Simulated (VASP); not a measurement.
Write the native input for VASP 6.6.1 that does the following.

| Property | Result |
| --- | --- |
| Task | single point |
| Functional | PBEsol |
| Potentials or basis | VASP PAW PBE potentials, release 64 (O, Sr_sv, Ba_sv) |
| Cutoff | 520 eV |
| k mesh | 1 × 1 × 1, shifted |
| Occupations | fermi-dirac, width 0.05 eV |
| Spin | no spin polarisation |
| Dipole correction | no |
| Further INCAR settings | LREAL = Auto; ALGO = Normal; EDIFF = 1e-06; NBANDS = 294 |

The structure of Ba5Sr11O16 lies in POSCAR:

```
Ba5Sr11O16
1.0
   10.4490515423      0.0000000000      0.0000000000
    0.0000000000     10.4490515423      0.0000000000
    0.0000000000      0.0000000000     10.4490515423
O Sr Ba
32 22 10
Direct
    0.2507700000      0.0006230000      0.9979280000
    0.2419340000      0.0023960000      0.5022580000
    0.2581170000      0.4996530000      0.9930280000
    0.2492780000      0.4991020000      0.5091720000
    0.7504870000      0.0012420000      0.9932840000
    0.7573660000      0.0079240000      0.5091960000
    0.7437950000      0.4979310000      0.9968410000
    0.7493730000      0.4919370000      0.5030490000
    0.0002710000      0.2421660000      0.9995680000
    0.0010310000      0.2428110000      0.5009200000
    0.0013550000      0.7585310000      0.9981740000
    0.0058510000      0.7594620000      0.5023250000
    0.5003840000      0.2490900000      0.9976740000
    0.4989390000      0.2491580000      0.5015610000
    0.4992360000      0.7515270000      0.9937590000
    0.4902430000      0.7514870000      0.5098980000
    0.9979940000      0.0011170000      0.2485930000
    0.9931810000      0.0008490000      0.7522600000
    0.9922810000      0.4977920000      0.2490000000
    0.9971270000      0.4998770000      0.7515370000
    0.5020940000      0.0088070000      0.2393310000
    0.5083530000      0.0021090000      0.7577270000
    0.5081840000      0.4925950000      0.2396090000
    0.5026230000      0.4988470000      0.7575450000
    0.2487420000      0.2522800000      0.2495660000
    0.2498670000      0.2571610000      0.7508200000
    0.2415950000      0.7481810000      0.2481560000
    0.2479710000      0.7429090000      0.7524350000
    0.7515420000      0.2560890000      0.2479340000
    0.7506180000      0.2523850000      0.7520330000
    0.7572610000      0.7413740000      0.2409880000
    0.7511480000      0.7475270000      0.7565910000
    0.9985540000      0.0005870000      0.9981650000
    0.9997520000      0.0021860000      0.5026530000
    0.5022730000      0.0022790000      0.9967440000
    0.5018220000      0.4979150000      0.9967800000
    0.2517940000      0.2501150000      0.9980240000
    0.2479190000      0.2503900000      0.5023740000
    0.2497870000      0.7502470000      0.9964900000
    0.2462670000      0.7504480000      0.5048190000
    0.7491560000      0.2498900000      0.9978970000
    0.7518870000      0.2501220000      0.5024970000
    0.7505580000      0.7498950000      0.9968110000
    0.2515510000      0.4997880000      0.7520500000
    0.7516250000      0.0023550000      0.7531530000
    0.7502480000      0.4966300000      0.2454470000
    0.7486900000      0.4981140000      0.7534410000
    0.9983400000      0.2484150000      0.2497110000
    0.9983620000      0.2487350000      0.7507950000
    0.9996680000      0.7518520000      0.2476170000
    0.9995410000      0.7519480000      0.7524200000
    0.5022100000      0.2515230000      0.2453650000
    0.5019940000      0.2518150000      0.7533400000
    0.4999700000      0.7484020000      0.7545660000
    0.9991870000      0.4998580000      0.9989820000
    0.9993940000      0.4989240000      0.5014780000
    0.4999250000      0.0026110000      0.5029410000
    0.4996590000      0.4979500000      0.5025530000
    0.7525470000      0.7500890000      0.5029930000
    0.2478750000      0.0014570000      0.2488420000
    0.2490220000      0.0005040000      0.7513820000
    0.2499990000      0.4989870000      0.2488210000
    0.7519140000      0.0024540000      0.2475440000
    0.4999180000      0.7485350000      0.2453050000
```

One way to write it, as run:

INCAR

```
ALGO = Normal
EDIFF = 1E-6
ENCUT = 520
GGA = PS
ISIF = 2
ISMEAR = -1
LASPH = True
LCHARG = False
LREAL = Auto
LWAVE = False
NBANDS = 294
NELM = 100
PREC = Accurate
SIGMA = 0.05
```

KPOINTS

```
Automatic mesh
0
Gamma
  1 1 1
  0.5 0.5 0.5
```

Potentials or basis: VASP PAW PBE potentials, release 64 (O, Sr_sv, Ba_sv).

Command:

```sh
$ cat potpaw_PBE.64/O/POTCAR potpaw_PBE.64/Sr_sv/POTCAR potpaw_PBE.64/Ba_sv/POTCAR > POTCAR
$ mpirun -np 1 vasp_std > vasp.out
```

Results of the run:

The pressure is 1.2 GPa, the largest force is 0.098 eV/Å and the band gap on the k mesh is 4.30 eV.

Caveat: the k points lie up to 0.60 Å⁻¹ apart; the PAW data sets were made with another functional, which shifts forces and pressure a little; spin-orbit coupling is left out, which moves the levels of the heavy elements; a shifted mesh leaves out Γ, where band edges can lie.

Wall time 30 min on 1 thread of AMD EPYC 7R43 64-Core Processor (Zen 3), with other jobs on the host, peak memory 1.1 GiB.
